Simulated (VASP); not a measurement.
MgO (Periclase), 2 atoms in the cell. It takes space group Fm-3m (No. 225, cubic). Conventional cell: a = 4.160 Å, b = 4.160 Å, c = 4.160 Å, α = 90.00°, β = 90.00°, γ = 90.00°. Within 2.8 Å of Mg (site symmetry m-3m) lie 6 O at 2.08 Å. Within 2.8 Å of O (site symmetry m-3m) lie 6 Mg at 2.08 Å. 

| Property | Result |
| --- | --- |
| Program | VASP 6.6.1 |
| Task | single point |
| Functional | PBE |
| Potentials or basis | VASP PAW PBE potentials, release 64 (Mg, O) |
| Cutoff | 600 eV |
| k mesh | 8 × 8 × 8 |
| Occupations | gaussian, width 0.01 eV |
| Spin | no spin polarisation |
| Dipole correction | no |
| Further INCAR settings | ALGO = Normal; EDIFF = 1e-06; NBANDS = 11 |

Potentials or basis: VASP PAW PBE potentials, release 64 (Mg, O).

Command:

```sh
$ cat potpaw_PBE.64/Mg/POTCAR potpaw_PBE.64/O/POTCAR > POTCAR
$ mpirun -np 1 vasp_std > vasp.out
```

Hardware: 1 thread of Intel Xeon 8259CL (shared host).

How long does it take, and how much memory?

Wall time 13 s on 1 thread of Intel Xeon 8259CL (shared host), peak memory 0.14 GiB. Counts: scf iterations 12, k points 29.
